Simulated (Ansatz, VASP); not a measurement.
# MgSnO4 in VASP and in Ansatz

The input INCAR:

```
PREC = Accurate
ENCUT = 520
EDIFF = 1E-6
ISMEAR = 0
SIGMA = 0.1
LREAL = F
LASPH = T
NELM = 80
ALGO = Normal
ISIF = 2
LWAVE = F
LCHARG = T
GGA = PE
LELF = T
LVHAR = T
NBANDS = 29
```

The input KPOINTS:

```
Automatic mesh
0
Gamma
  4 4 6
```

File POSCAR:

```
MgSnO4
1.0
    3.5290690200     -3.5913935900      0.0000000000
    3.5290690200      3.5913935900      0.0000000000
    0.0000000000      0.0000000000      3.3191728300
Mg Sn O
1 1 4
Direct
    0.5000000000      0.5000000000      0.0000000000
    0.0000000000      0.0000000000      0.5000000000
    0.1927070000      0.8072930000      0.0000000000
    0.8072930000      0.1927070000      0.0000000000
    0.2979910100      0.2979910100      0.5000000000
    0.7020089900      0.7020089900      0.5000000000
```

Input for Ansatz:

```yaml
crystal:
  lattice:
    - [3.52906902, -3.59139359, 0.0]
    - [3.52906902, 3.59139359, 0.0]
    - [0.0, 0.0, 3.31917283]
  atoms:
    - { symbol: Mg, position: [0.5, 0.5, 0.0] }
    - { symbol: Sn, position: [0.0, 0.0, 0.5] }
    - { symbol: O, position: [0.192707, 0.807293, 0.0] }
    - { symbol: O, position: [0.807293, 0.192707, 0.0] }
    - { symbol: O, position: [0.29799101, 0.29799101, 0.5] }
    - { symbol: O, position: [0.70200899, 0.70200899, 0.5] }
basis:
  ecutwfc: 420
kpoints:
  mp_grid: { grid: [4, 4, 6] }
hamiltonian:
  xc: pbe
scf:
  occupations: { method: gaussian, width: 0.1 }
  lower_state_search: "off"
output:
  forces: true
  stress: true
  eigenvalues: true
```

Change from the starting cell: species swapped into the TaVO4 type (Cmmm, No. 65).

Alike in both runs: task single point; functional PBE; k mesh 4 × 4 × 6; occupations gaussian, width 0.1 eV; no spin polarisation.

|  | VASP | Ansatz |
| --- | --- | --- |
| version | VASP 6.6.1 | Ansatz 0.2.0 |
| potentials or method | VASP PAW PBE potentials, release 64 (Mg, Sn_d, O), cutoff 520 eV | scalar-relativistic, plane waves, PAW |
| valence electrons in the cell | 40 | 48 |

Ansatz gave:

* gap on the k mesh at the Fermi level (eV): none
* pressure (GPa): -11.0
* traceless stress, the component that is largest in VASP (GPa): 1.32
* rms of the force components (eV/Å): 0.055

Task: Estimate VASP's values.

Result: gap on the k mesh at the Fermi level (eV): none; pressure (GPa): -11.0; traceless stress, the component that is largest in VASP (GPa): 1.20; rms of the force components (eV/Å): 0.029.

Atom by atom the forces differ by 0.031 eV/Å (rms over components). A gap of «none» marks a metal or a gap that the smearing closes. With one functional, cell and mesh, what is left measures potentials, basis and numerics. VASP's potentials hold 40 valence electrons a cell and Ansatz's 48, so a difference there can come from the potentials and not from the codes.
